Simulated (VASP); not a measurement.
# MnSb (Pm-3m) in VASP: notebook, part 2 of 2

VASP 6.6.1. Earlier steps stand in the parts before.

## (4) Single point, PBE

This run uses another cell than the first one, of 16.36 Å³/atom.

File INCAR:

```
SYSTEM = MnSb
ALGO     = Normal         ! electronic algorithm
EDIFF    = 1E-6           ! SCF threshold, eV
ENCUT    = 520            ! plane-wave cutoff, eV
GGA      = PE             ! functional
ISIF     = 2              ! what is computed and relaxed
ISMEAR   = 0              ! smearing method
LASPH    = .True.         ! aspherical terms in the spheres
LCHARG   = .True.         ! write CHGCAR
LELF     = .True.         ! ELF
LREAL    = .False.        ! projectors in reciprocal space
LVHAR    = .True.       
LWAVE    = .False.        ! write WAVECAR
NBANDS   = 16             ! bands
NELM     = 100            ! most SCF steps
PREC     = Accurate       ! precision mode
SIGMA    = 0.1            ! smearing width, eV
```

File KPOINTS:

```
k-points
0
Gamma
  12 12 12
  0 0 0
```

File POSCAR:

```
MnSb
1.0
    3.1987196318      0.0000000000      0.0000000000
    0.0000000000      3.1987196318      0.0000000000
    0.0000000000      0.0000000000      3.1987196318
Mn Sb
1 1
Direct
    0.0000000000      0.0000000000      0.0000000000
    0.5000000000      0.5000000000      0.5000000000
```

Command:

```bash
> cat potpaw_PBE.64/Mn_pv/POTCAR potpaw_PBE.64/Sb/POTCAR > POTCAR
> mpirun -np 1 vasp_std > vasp.out
```

Run time: 28 s. Hardware: 1 thread of Intel Xeon Platinum 8259CL at 2.50GHz (Skylake/Cascade Lake), shared host; peak memory 0.17 GiB.

Results (log left out):

| Item | Value |
| --- | --- |
| Free energy | -12.2957 eV |
| Pressure | -4.6 GPa |
| Band gap on the k mesh | zero (bands 9 and 10 overlap by 0.73 eV) |

Levels at points of the mesh, in eV from the Fermi level:
```
           k point  band 6  band 7  band 8  band 9  band 10  band 11  band 12  band 13
(0.00, 0.00, 0.00)   -1.91   -0.04   -0.04   -0.04     1.19     1.19     1.19     6.55
(0.50, 0.00, 0.00)   -1.55   -1.55   -1.54   -0.03     0.61     5.71     5.71     7.14
(0.50, 0.50, 0.00)   -5.05   -2.23   -0.61   -0.61     0.54     1.03     2.13     5.22
(0.50, 0.50, 0.50)   -4.85   -4.85    0.57    0.57     1.85     1.85     1.85     2.93
```

Caveat: the cell stands under tension; spin-orbit coupling is left out, which moves the levels of the heavy elements; the run has no spin polarisation, though such a crystal can be magnetic. Spin polarisation is off, so any magnetic state and its effect on volume and gap are missing.

## (5) Single point, PBE

This run uses another cell than the first one, of 17.51 Å³/atom.

File INCAR:

```
PREC = Accurate ; ENCUT = 520
EDIFF = 1E-6 ; ISMEAR = 0
SIGMA = 0.1 ; LREAL = F
LASPH = T ; NELM = 80
ALGO = Normal ; ISIF = 2
LWAVE = F ; LCHARG = F
GGA = PE ; NBANDS = 16
```

File KPOINTS:

```
Automatic mesh
0
Gamma
  12 12 12
```

File POSCAR:

```
MnSb
1.0
    3.2714425735      0.0000000000      0.0000000000
    0.0000000000      3.2714425735      0.0000000000
    0.0000000000      0.0000000000      3.2714425735
Mn Sb
1 1
Direct
    0.0000000000      0.0000000000      0.0000000000
    0.5000000000      0.5000000000      0.5000000000
```

Command:

```bash
> cat potpaw_PBE.64/Mn_pv/POTCAR potpaw_PBE.64/Sb/POTCAR > POTCAR
> mpirun -np 1 vasp_std > vasp.out
```

It took 24 s on 1 thread of Intel Xeon Platinum 8259CL at 2.50GHz (Skylake/Cascade Lake), shared host; peak memory 0.17 GiB.

It converged, with:

```yaml
Free_energy: -12.1790 eV
Pressure: -11.4 GPa
Band_gap_on_the_k_mesh: zero (bands 9 and 10 overlap by 0.68 eV)
```

Levels at points of the mesh, in eV from the Fermi level:
```csv
k point,band 5,band 6,band 7,band 8,band 9,band 10,band 11,band 12,band 13,band 14
"(0.00, 0.00, 0.00)",-1.70,-1.70,-0.03,-0.03,-0.03,1.10,1.10,1.10,5.71,7.34
"(0.50, 0.00, 0.00)",-7.10,-1.41,-1.41,-1.35,-0.01,0.56,5.21,5.21,7.06,7.59
"(0.50, 0.50, 0.00)",-4.73,-4.73,-2.04,-0.54,-0.54,0.49,0.83,1.94,4.78,9.92
"(0.50, 0.50, 0.50)",-4.48,-4.48,-4.48,0.52,0.52,1.87,1.87,1.87,2.68,2.68
```

Caveat: the cell stands under tension; spin-orbit coupling is left out, which moves the levels of the heavy elements; the run has no spin polarisation, though such a crystal can be magnetic. Spin polarisation is off, so any magnetic state and its effect on volume and gap are missing.

## (6) Single point, PBE

This run uses another cell than the first one, of 18.27 Å³/atom.

File INCAR:

```
  PREC = Accurate
  ENCUT = 520
  EDIFF = 1E-6
  ISMEAR = 0
  SIGMA = 0.1
  LREAL = False
  LASPH = True
  NELM = 100
  ALGO = Normal
  ISIF = 2
  LWAVE = False
  LCHARG = False
  GGA = PE
  NBANDS = 16
```

File KPOINTS:

```
regular mesh
0
Gamma
  12 12 12
```

File POSCAR:

```
MnSb
1.0
    3.3181837824      0.0000000000      0.0000000000
    0.0000000000      3.3181837824      0.0000000000
    0.0000000000      0.0000000000      3.3181837824
Mn Sb
1 1
Direct
    0.0000000000      0.0000000000      0.0000000000
    0.5000000000      0.5000000000      0.5000000000
```

Potentials or basis: VASP PAW PBE potentials, release 64 (Mn_pv, Sb).

Command:

```bash
> cat potpaw_PBE.64/Mn_pv/POTCAR potpaw_PBE.64/Sb/POTCAR > POTCAR
> mpirun -np 1 vasp_std > vasp.out
```

Run time: 47 s. Hardware: 1 thread of Intel Xeon Platinum 8259CL at 2.50GHz (Skylake/Cascade Lake), shared host; peak memory 0.19 GiB.

The run converged. Its results:

```yaml
Free_energy: -12.0557 eV
Pressure: -14.5 GPa
Band_gap_on_the_k_mesh: zero (bands 9 and 10 overlap by 0.67 eV)
```

Levels at points of the mesh, in eV from the Fermi level:
```tsv
k point	band 7	band 8	band 9	band 10	band 11	band 12
(0.00, 0.00, 0.00)	-0.02	-0.02	-0.02	1.05	1.05	1.05
(0.50, 0.00, 0.00)	-1.32	-1.24	-0.01	0.52	4.92	4.92
(0.50, 0.50, 0.00)	-1.92	-0.50	-0.50	0.46	0.72	1.84
(0.50, 0.50, 0.50)	-4.27	0.49	0.49	1.89	1.89	1.89
```

Caveat: the cell stands under tension; spin-orbit coupling is left out, which moves the levels of the heavy elements; the run has no spin polarisation, though such a crystal can be magnetic. Spin polarisation is off, so any magnetic state and its effect on volume and gap are missing.

## (7) Summary

| spin | cell | k mesh | gap on the mesh (eV) | pressure (GPa) |
| --- | --- | --- | --- | --- |
| off | a = 3.123 Å, 2 atoms | 12 × 12 × 12 | none | 5.7 |
| collinear, ferromagnetic start | a = 3.308 Å, 2 atoms | 6 × 6 × 6 | none | 3.4 |
| off | a = 3.199 Å, 2 atoms | 12 × 12 × 12 | none | -4.6 |
| off | a = 3.271 Å, 2 atoms | 12 × 12 × 12 | none | -11.4 |
| off | a = 3.318 Å, 2 atoms | 12 × 12 × 12 | none | -14.5 |

Alike in all rows: task single point; level PBE; potentials or basis VASP PAW PBE potentials, release 64 (Mn_pv, Sb); cutoff (eV) 520; smearing gaussian 0.1 eV.

Caveats: spin-orbit coupling is left out, which moves the levels of the heavy elements; the cell stands under tension (at least some runs); the cell stands under pressure (at least some runs); a cell with one magnetic atom can't hold antiferromagnetic order, which such compounds often take (at least some runs).

Total energies depend on the potentials used, so only differences within one code and one set of settings carry meaning.
